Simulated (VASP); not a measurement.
Here is a VASP 6.6.1 calculation.

The input INCAR:

```
ALGO = Normal ; EDIFF = 1E-7
ENCUT = 520 ; GGA = PE
ISIF = 2 ; ISMEAR = 0
LASPH = T ; LCHARG = T
LELF = T ; LREAL = F
LVHAR = T ; LWAVE = F
NBANDS = 46 ; NELM = 60
PREC = Accurate ; SIGMA = 0.1
```

File KPOINTS:

```
k-points
0
Gamma
  6 6 1
```

File POSCAR:

```
Zn4Se3S
1.0
    4.0000461831     -0.0001524203      0.0000535344
   -2.0001503126      3.4639188073     -0.0002449398
    0.0002028500     -0.0010216267     13.0973043055
Zn Se S
4 3 1
Direct
    0.0002315636      0.0001590531      0.0081998617
    0.0000281175      0.0001689635      0.4978647029
    0.3331027003      0.6664420691      0.2422828764
    0.6666361348      0.3332738525      0.7526135246
   -0.0000252759     -0.0000486586      0.6867442092
    0.3333320525      0.6668059688      0.4322548935
    0.6668641289      0.3334103496      0.9420918477
   -0.0001694214     -0.0002115981      0.1879480841
```

Potentials or basis: VASP PAW PBE potentials, release 64 (Zn, Se, S).

The run is started by

```console
$ cat potpaw_PBE.64/Zn/POTCAR potpaw_PBE.64/Se/POTCAR potpaw_PBE.64/S/POTCAR > POTCAR
$ mpirun -np 1 vasp_std > vasp.out
```

(1) What does it give for the pressure?

(2) Estimate the band gap on the k mesh.

Answers

(1) 0.2 GPa.

(2) 1.23 eV.

Caveat: the k points lie up to 0.48 Å⁻¹ apart.
